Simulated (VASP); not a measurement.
# TiSi16 (a cell with a defect) in VASP: a series of runs

TiSi16 (a cell with a defect) is run at these levels: PBE+D3(BJ); tasks: single point.

All numbers are computed with VASP 6.6.1; they aren't measurements. Logs are shortened: lines on timing, memory, paths and dates and some standing lists are left out, and cuts for length are marked.

## 1. The cell of the first run

The cell holds a defect, 17 atoms: a = 7.679 Å, b = 7.679 Å, c = 7.679 Å, α = 60.00°, β = 60.00°, γ = 60.00°.

## 2. Single point, PBE+D3(BJ)

The input, INCAR:

```
  ALGO = Normal
  EDIFF = 1E-6
  ENCUT = 520
  GGA = PE
  ISIF = 2
  ISMEAR = 0
  IVDW = 12
  LASPH = T
  LCHARG = F
  LREAL = Auto
  LWAVE = F
  NBANDS = 52
  NELM = 60
  PREC = Accurate
  SIGMA = 0.02
```

The input, KPOINTS:

```
k-points
0
Gamma
  2 2 2
```

The input, POSCAR:

```
TiSi16
1.0
    0.0000000000      5.4300000000      5.4300000000
    5.4300000000      0.0000000000      5.4300000000
    5.4300000000      5.4300000000      0.0000000000
Si Ti
16 1
Direct
   -0.0002792112      0.0041495152     -0.0184650619
    0.1227548297      0.1269514640      0.1164860696
    0.0010413273     -0.0016515089      0.4995671645
    0.1242111102      0.1182481589      0.6184088366
   -0.0110351197      0.4994581007      0.0005886921
    0.1224011763      0.6198729040      0.1205338067
   -0.0005149644      0.4811698816      0.5051733712
    0.1227526154      0.6156272548      0.6281456350
    0.4965066459     -0.0057070882     -0.0022063908
    0.6189300653      0.1270793692      0.1163632957
    0.4861234752     -0.0014897169      0.4993281850
    0.6186226411      0.1234711926      0.6242996942
    0.4961593708      0.4995513090      0.0004980675
    0.6184065014      0.6236497090      0.1246707893
    0.4964540157      0.4969318534      0.4952892720
    0.6186761230      0.6156932304      0.6280469238
    0.8725076980      0.8697290709      0.3703633495
```

Potentials or basis: VASP PAW PBE potentials, release 64 (Si, Ti_sv).

On the command line:

```sh
$ cat potpaw_PBE.64/Si/POTCAR potpaw_PBE.64/Ti_sv/POTCAR > POTCAR
$ mpirun -np 1 vasp_std > vasp.out
```

OUTCAR:

```text
EDIFF = 1E-6
   ENCUT = 520
   GGA = PE
   ISIF = 2
   ISMEAR = 0
   IVDW = 12
   LASPH = T
   LREAL = Auto
   NELM = 60
   PREC = Accurate
 IVDW          = 12

 ion  position               nearest neighbor table
   1  1.000  0.004  0.982-   4 2.28   2 2.39  10 2.39   6 2.41  17 2.44
   2  0.123  0.127  0.116-   5 2.34   9 2.34   1 2.39   3 2.40  17 2.76
   3  0.001  0.998  0.500-   4 2.27  12 2.40   8 2.40   2 2.40  17 2.42
   4  0.124  0.118  0.618-   3 2.27  11 2.27   7 2.28   1 2.28
   5  0.989  0.499  0.001-  14 2.32   8 2.34   2 2.34   6 2.34
   6  0.122  0.620  0.121-  13 2.34   5 2.34   1 2.41   7 2.41  17 2.71
   7  0.999  0.481  0.505-   4 2.28   8 2.39  16 2.39   6 2.41  17 2.44
   8  0.123  0.616  0.628-   5 2.34  15 2.34   7 2.39   3 2.40  17 2.76
   9  0.497  0.994  0.998-  14 2.32  12 2.34   2 2.34  10 2.34
  10  0.619  0.127  0.116-  13 2.34   9 2.34   1 2.39  11 2.40  17 2.76
  11  0.486  0.999  0.499-   4 2.27  12 2.40  16 2.40  10 2.40  17 2.42
  12  0.619  0.123  0.624-  15 2.34   9 2.34   3 2.40  11 2.40  17 2.76
  13  0.496  0.500  0.000-  14 2.32  16 2.34  10 2.34   6 2.34
  14  0.618  0.624  0.125-  13 2.32   5 2.32  15 2.32   9 2.32
  15  0.496  0.497  0.495-  14 2.32  12 2.34   8 2.34  16 2.34
  16  0.619  0.616  0.628-  13 2.34  15 2.34   7 2.39  11 2.40  17 2.76
  17  0.873  0.870  0.370-   3 2.42  11 2.42   7 2.44   1 2.44   6 2.71   2 2.76  10 2.76  12 2.76
                            16 2.76   8 2.76

  LATTYP: Found a face centered cubic cell.
 ALAT       =    10.8600000000

  Lattice vectors:

 A1 = (   0.0000000000,   5.4300000000,   5.4300000000)
 A2 = (   5.4300000000,   0.0000000000,   5.4300000000)
 A3 = (   5.4300000000,   5.4300000000,   0.0000000000)

Analysis of symmetry for initial positions (statically):
=====================================================================
 Subroutine PRICEL returns:
 Original cell was already a primitive cell.

 Routine SETGRP: Setting up the symmetry group for a
 face centered cubic supercell.

 Subroutine GETGRP returns: Found  1 space group operations
 (whereof  1 operations were pure point group operations)
 out of a pool of 48 trial point group operations.

The static configuration has the point symmetry C_1 .

Analysis of symmetry for dynamics (positions and initial velocities):
=====================================================================
 Subroutine PRICEL returns:
 Original cell was already a primitive cell.

 Routine SETGRP: Setting up the symmetry group for a
 face centered cubic supercell.

 Subroutine GETGRP returns: Found  1 space group operations
 (whereof  1 operations were pure point group operations)
 out of a pool of 48 trial point group operations.

The dynamic configuration has the point symmetry C_1 .

 Subroutine INISYM returns: Found  1 space group operations
 (whereof  1 operations are pure point group operations),
 and found     1 'primitive' translations

----------------------------------------------------------------------------------------

                                     Primitive cell

  volume of cell :     320.2060

  direct lattice vectors                    reciprocal lattice vectors
     0.000000000  5.430000000  5.430000000    -0.092081031  0.092081031  0.092081031
     5.430000000  0.000000000  5.430000000     0.092081031 -0.092081031  0.092081031
     5.430000000  5.430000000  0.000000000     0.092081031  0.092081031 -0.092081031

  length of vectors
     7.679179644  7.679179644  7.679179644     0.159489025  0.159489025  0.159489025

  position of ions in fractional coordinates (direct lattice)
     0.999720789  0.004149515  0.981534938
     0.122754830  0.126951464  0.116486070
     0.001041327  0.998348491  0.499567165
     0.124211110  0.118248159  0.618408837
     0.988964880  0.499458101  0.000588692
     0.122401176  0.619872904  0.120533807
[... 9 lines left out ...]
     0.618676123  0.615693230  0.628046924
     0.872507698  0.869729071  0.370363350

  ion indices of the primitive-cell ions
   primitive index   ion index
                 1           1
                 2           2
                 3           3
                 4           4
                 5           5
                 6           6
[... 9 lines left out ...]
                16          16
                17          17

----------------------------------------------------------------------------------------

 KPOINTS: k-points

Automatic generation of k-mesh.
 Grid dimensions read from file:
 generate k-points for:    2    2    2

 Generating k-lattice:

  Cartesian coordinates                     Fractional coordinates (reciprocal lattice)
    -0.046040516  0.046040516  0.046040516     0.500000000  0.000000000  0.000000000
     0.046040516 -0.046040516  0.046040516     0.000000000  0.500000000  0.000000000
     0.046040516  0.046040516 -0.046040516     0.000000000  0.000000000  0.500000000

  Length of vectors
     0.079744512  0.079744512  0.079744512

  Shift w.r.t. Gamma in fractional coordinates (k-lattice)
     0.000000000  0.000000000  0.000000000

 Subroutine IBZKPT returns following result:
 ===========================================

 Found      8 irreducible k-points:

 Following reciprocal coordinates:
            Coordinates               Weight
  0.000000  0.000000  0.000000      1.000000
  0.500000  0.000000  0.000000      1.000000
  0.000000  0.500000  0.000000      1.000000
  0.000000  0.000000  0.500000      1.000000
  0.500000  0.500000  0.500000      1.000000
  0.500000  0.500000  0.000000      1.000000
  0.000000  0.500000  0.500000      1.000000
  0.500000  0.000000  0.500000      1.000000
   k-points           NKPTS =      8   k-points in BZ     NKDIM =      8   number of bands    NBANDS=     52
   number of dos      NEDOS =    301   number of ions     NIONS =     17
   total plane-waves  NPLWV = 216000
   dimension x,y,z NGX =    60 NGY =   60 NGZ =   60
   dimension x,y,z NGXF=   120 NGYF=  120 NGZF=  120
   ions per type =              16   1
   NGX,Y,Z   is equivalent  to a cutoff of  12.99, 12.99, 12.99 a.u.
   NGXF,Y,Z  is equivalent  to a cutoff of  25.98, 25.98, 25.98 a.u.
 SYSTEM =  unknown system
   PREC   = accura    normal or accurate (medium, high low for compatibility)
   ISTART =      0    job   : 0-new  1-cont  2-samecut
   ICHARG =      2    charge: 1-file 2-atom 10-const
   ISPIN  =      1    spin polarized calculation?
   LNONCOLLINEAR =      F non collinear calculations
   LSORBIT =      F    spin-orbit coupling
   LASPH  =      T    aspherical Exc in radial PAW
   ENCUT  =  520.0 eV  38.22 Ry    6.18 a.u.  14.28 14.28 14.28*2*pi/ulx,y,z
   NELM   =     60;   NELMIN=  2; NELMDL= -5     # of ELM steps
   EDIFF  = 0.1E-05   stopping-criterion for ELM
   LREAL  =      T    real-space projection
   EDIFFG = 0.1E-04   stopping-criterion for IOM
   NSW    =      0    number of steps for IOM
   IBRION =     -1    ionic relax: 0-MD 1-quasi-New 2-CG
   NFREE  =      0    steps in history (QN), initial steepest desc. (CG)
   ISIF   =      2    stress and relaxation
   ISYM   =      2    0-nonsym 1-usesym 2-fastsym
   POTIM  = 0.5000    time-step for ionic-motion
   TEBEG  =    0.0;   TEEND  =   0.0 temperature during run
   PSTRESS=    0.0 pullay stress
   NELECT =      76.0000    total number of electrons
   NUPDOWN=      -1.0000    fix difference up-down
   EMIN   =  10.00;   EMAX   =-10.00  energy-range for DOS
   EFERMI =   0.00;   METHOD = LEGACY
   ISMEAR =     0;   SIGMA  =   0.02  broadening in eV -4-tet -1-fermi 0-gaus
   EFERMI_NEDOS =   21; number of points for ismear=-14 and -15
   IALGO  =     38    algorithm
   IMIX   =      4    mixing-type and parameters
     AMIX     =   0.40;   BMIX     =  1.00
     AMIX_MAG =   1.60;   BMIX_MAG =  1.00
  volume/ion in A,a.u.               =      18.84       127.11
  Fermi-wavevector in a.u.,A,eV,Ry     =   1.013607  1.915439 13.978610  1.027399
  Thomas-Fermi vector in A             =   2.146786
   LORBIT       =      0    0 simple, 1 ext, 2 COOP (PROOUT), +10 PAW based schemes
   GGA     = PE    functional components
   LHFCALC =     F    Hartree Fock is set to
   AEXX    =    0.0000 exact exchange contribution
   IVDW    =    12    specifies the selected vdW correction
   LEPSILON=     F    determine dielectric tensor
   LRPA    =     F    only Hartree local field effects (RPA)
 non-spin polarized calculation
 Gauss-broadening in eV      SIGMA  =   0.02
  energy-cutoff  :      520.00
  volume of cell :      320.21
 maximum number of plane-waves:      8646
 NGX is ok and might be reduce to    60
   NGX = 29   NGY = 29   NGZ = 29

 number of electron      76.0000002 magnetization

 Free energy of the ion-electron system (eV)
  ---------------------------------------------------
  ext. energy  EPLUGINS =         0.00000000
  ---------------------------------------------------
  free energy    TOTEN  =       -92.20448699 eV

  energy without entropy =      -92.20071148  energy(sigma->0) =      -92.20259923

 E-fermi :   6.9157     XC(G=0):  -9.7516

 val. band max:        6.9134754076   @ k =   0.5000   0.5000   0.5000
 cond. band min:       6.9571579468   @ k =   0.0000   0.5000   0.0000
 fundamental gap:      0.0436825392
 Fermi energy:         6.9156847356

 k-point     1 :       0.0000    0.0000    0.0000
  band No.  band energies     occupation
      1     -49.8861      2.00000
      2     -26.2734      2.00000
      3     -26.2569      2.00000
      4     -26.2436      2.00000
      5      -5.7204      2.00000
      6      -3.5122      2.00000
[... 42 lines left out ...]
     49       8.1770      0.00000
     50       8.4681      0.00000

 k-point     2 :       0.5000    0.0000    0.0000
  band No.  band energies     occupation
      1     -49.8861      2.00000
      2     -26.2734      2.00000
      3     -26.2569      2.00000
      4     -26.2436      2.00000
      5      -5.0096      2.00000
      6      -4.8045      2.00000
[... 310 lines left out ...]
 k-point     8 :       0.5000    0.0000    0.5000
  band No.  band energies     occupation
      1     -49.8861      2.00000
      2     -26.2734      2.00000
      3     -26.2569      2.00000
      4     -26.2436      2.00000
      5      -4.6941      2.00000
      6      -4.5984      2.00000
[... 42 lines left out ...]
     49       9.8737      0.00000
     50      10.5290      0.00000
 [bands above 50 left out]

------------------------ aborting loop because EDIFF is reached ----------------------------------------

 Edisp (eV)   -5.83784

 E8    (eV) :    -2.4422

  FORCE on cell =-STRESS in cart. coord.  units (eV):
  Direction    XX          YY          ZZ          XY          YZ          ZX
  --------------------------------------------------------------------------------------
  -------------------------------------------------------------------------------------
  Total       2.09788     1.76177     1.78195    -0.00718    -0.22995     0.00558
  in kB      10.49690     8.81515     8.91612    -0.03592    -1.15059     0.02792
  external pressure =        9.41 kB  Pullay stress =        0.00 kB

 VOLUME and BASIS-vectors are now :
 -----------------------------------------------------------------------------
  energy-cutoff  :      520.00
  volume of cell :      320.21
      direct lattice vectors                 reciprocal lattice vectors
     0.000000000  5.430000000  5.430000000    -0.092081031  0.092081031  0.092081031
     5.430000000  0.000000000  5.430000000     0.092081031 -0.092081031  0.092081031
     5.430000000  5.430000000  0.000000000     0.092081031  0.092081031 -0.092081031

 POSITION                                       TOTAL-FORCE (eV/Angst)
 -----------------------------------------------------------------------------------
      5.35227     10.75822      5.45102        -0.004834     -0.006996      0.007199
      1.32187      1.29908      1.35591        -0.000781      0.002729      0.000529
      8.13368      2.71830      5.42669         0.007099      0.001844      0.008613
      4.00005      4.03243      1.31655         0.001248      0.002498     -0.001498
      2.71525      5.37328      8.08214        -0.000351      0.002383      0.001141
      4.02041      1.31914      4.03055         0.001191      0.001028     -0.002990
[... 9 lines left out ...]
      6.75351      6.76971      6.70263        -0.002935     -0.001372      0.000031
      6.73370      6.74879      9.46035         0.007314     -0.009383     -0.001909
 -----------------------------------------------------------------------------------
    total drift:                                0.006562     -0.008574     -0.003356

  FREE ENERGIE OF THE ION-ELECTRON SYSTEM (eV)
  ---------------------------------------------------
  free  energy   TOTEN  =       -98.0423227840 eV

  energy  without entropy=      -98.0385472770  energy(sigma->0) =      -98.04043503
```

Run time: 4.3 min. Hardware: 1 thread of Intel Xeon Platinum 8259CL at 2.50GHz (Skylake/Cascade Lake), shared host; peak memory 0.49 GiB.

What came out:

* Free energy: -98.0423 eV
* Pressure: 0.9 GPa
* Largest force: 0.012 eV/Å
* Band gap on the k mesh: zero (bands 38 and 39 overlap by 0.40 eV)
* Dispersion energy per atom: -0.343 eV

Forces in eV/Å, atoms in the order of the input:
```
Si  -0.005 -0.007  0.007
Si  -0.001  0.003  0.001
Si   0.007  0.002  0.009
Si   0.001  0.002 -0.001
Si   0.000  0.002  0.001
Si   0.001  0.001 -0.003
Si  -0.008  0.003 -0.007
Si  -0.001  0.003  0.002
Si   0.001  0.000  0.002
Si  -0.005  0.001 -0.004
Si   0.007 -0.003 -0.003
Si  -0.001  0.001 -0.002
Si  -0.002 -0.001 -0.001
Si   0.001  0.001  0.001
Si   0.001  0.003  0.001
Si  -0.003 -0.001  0.000
Ti   0.007 -0.009 -0.002
```

Levels at points of the mesh, in eV from the Fermi level:
```tsv
k point	band 35	band 36	band 37	band 38	band 39	band 40	band 41	band 42
(0.00, 0.00, 0.00)	-0.98	-0.97	-0.42	-0.39	-0.36	-0.11	-0.06	0.26
(0.50, 0.00, 0.00)	-1.36	-1.35	-0.28	0.00	0.07	0.45	0.47	0.84
(0.00, 0.50, 0.00)	-1.36	-1.35	-0.25	0.04	0.07	0.45	0.46	0.80
(0.00, 0.00, 0.50)	-1.36	-1.35	-0.25	0.04	0.07	0.45	0.46	0.80
(0.50, 0.50, 0.50)	-1.35	-1.35	-0.28	0.00	0.07	0.45	0.47	0.84
(0.50, 0.50, 0.00)	-1.99	-1.86	-0.69	-0.02	0.57	0.58	1.12	1.35
(0.00, 0.50, 0.50)	-1.98	-1.88	-0.70	-0.02	0.57	0.62	1.11	1.34
(0.50, 0.00, 0.50)	-1.99	-1.86	-0.69	-0.02	0.57	0.58	1.12	1.35
```

Caveat: the k points lie up to 0.50 Å⁻¹ apart.

## 3. Single point, PBE+D3(BJ)

The input, INCAR:

```
ALGO = Normal ; EDIFF = 1E-7
ENCUT = 520 ; GGA = PE
ISIF = 2 ; ISMEAR = 0
IVDW = 12 ; LASPH = True
LCHARG = False ; LREAL = Auto
LWAVE = False ; NBANDS = 52
NELM = 60 ; PREC = Accurate
SIGMA = 0.02
```

KPOINTS is that of step 2.

The input, POSCAR:

```
TiSi16
1.0
    0.0000000000      5.4300000000      5.4300000000
    5.4300000000      0.0000000000      5.4300000000
    5.4300000000      5.4300000000      0.0000000000
Si Ti
16 1
Direct
   -0.0022240601      0.0013392692      0.0001255755
    0.1259180658      0.1226607857      0.1346637664
    0.0030690292      0.0014342956      0.5161748851
    0.1214363665      0.1247879386      0.6380500847
   -0.0069052338      0.4969003284      0.0120520587
    0.1232046500      0.6192820443      0.1333505121
   -0.0019762118      0.4866521045      0.5160008100
    0.1257768074      0.6203763260      0.6381826055
    0.4985968260     -0.0111528418      0.0115334403
    0.6162248888      0.1226932975      0.1321927883
    0.4834833764     -0.0005499614      0.5134479809
    0.6203991324      0.1232507757      0.6380073471
    0.4966883669      0.4963776561      0.0113298256
    0.6223868822      0.6184315621      0.1339907890
    0.4984671491      0.4969818840      0.5044093205
    0.6162422589      0.6182365744      0.6377328117
    0.8708121165      0.8731147512      0.3870639386
```

Potentials or basis: VASP PAW PBE potentials, release 64 (Si, Ti_sv).

On the command line:

```sh
$ cat potpaw_PBE.64/Si/POTCAR potpaw_PBE.64/Ti_sv/POTCAR > POTCAR
$ mpirun -np 1 vasp_std > vasp.out
```

Run time: 5.1 min. Hardware: 1 thread of Intel Xeon Platinum 8259CL at 2.50GHz (Skylake/Cascade Lake), shared host; peak memory 0.49 GiB.

It converged, with:

```
Free energy                : -98.0416 eV
Pressure                   : 0.9 GPa
Largest force              : 0.029 eV/Å
Band gap on the k mesh     : zero (bands 38 and 39 overlap by 0.40 eV)
Dispersion energy per atom : -0.343 eV
```

Forces in eV/Å, atoms in the order of the input:
```
Si   0.002  0.012  0.009
Si   0.022 -0.017  0.007
Si  -0.011 -0.003  0.006
Si   0.003 -0.001 -0.018
Si  -0.004  0.020  0.006
Si  -0.009  0.001 -0.017
Si  -0.015  0.004  0.010
Si   0.006 -0.010 -0.012
Si   0.004 -0.008  0.007
Si   0.019  0.003  0.004
Si  -0.001  0.000  0.001
Si  -0.007 -0.004 -0.008
Si  -0.004 -0.007 -0.009
Si  -0.005  0.004  0.011
Si  -0.001  0.007 -0.007
Si   0.013  0.002  0.011
Ti  -0.013 -0.004 -0.001
```

Stress tensor (GPa, compression positive):
```
 1.02 -0.02  0.00
-0.02  0.88  0.13
 0.00  0.13  0.91
```

Levels at points of the mesh, in eV from the Fermi level:
| k point | band 34 | band 35 | band 36 | band 37 | band 38 | band 39 | band 40 | band 41 | band 42 | band 43 |
| --- | --- | --- | --- | --- | --- | --- | --- | --- | --- | --- |
| (0.00, 0.00, 0.00) | -0.98 | -0.98 | -0.97 | -0.42 | -0.41 | -0.35 | -0.11 | -0.07 | 0.26 | 0.86 |
| (0.50, 0.00, 0.00) | -1.95 | -1.36 | -1.35 | -0.27 | 0.03 | 0.07 | 0.45 | 0.46 | 0.81 | 1.24 |
| (0.00, 0.50, 0.00) | -1.96 | -1.36 | -1.35 | -0.28 | 0.00 | 0.07 | 0.45 | 0.47 | 0.84 | 1.23 |
| (0.00, 0.00, 0.50) | -1.96 | -1.36 | -1.35 | -0.27 | 0.00 | 0.07 | 0.45 | 0.47 | 0.84 | 1.23 |
| (0.50, 0.50, 0.50) | -1.96 | -1.36 | -1.35 | -0.25 | 0.05 | 0.06 | 0.44 | 0.45 | 0.78 | 1.25 |
| (0.50, 0.50, 0.00) | -2.00 | -1.99 | -1.86 | -0.69 | -0.03 | 0.57 | 0.60 | 1.12 | 1.35 | 1.74 |
| (0.00, 0.50, 0.50) | -1.99 | -1.98 | -1.88 | -0.70 | -0.03 | 0.57 | 0.61 | 1.11 | 1.34 | 1.75 |
| (0.50, 0.00, 0.50) | -2.00 | -2.00 | -1.86 | -0.69 | -0.03 | 0.57 | 0.59 | 1.12 | 1.35 | 1.73 |

Caveat: the k points lie up to 0.50 Å⁻¹ apart.
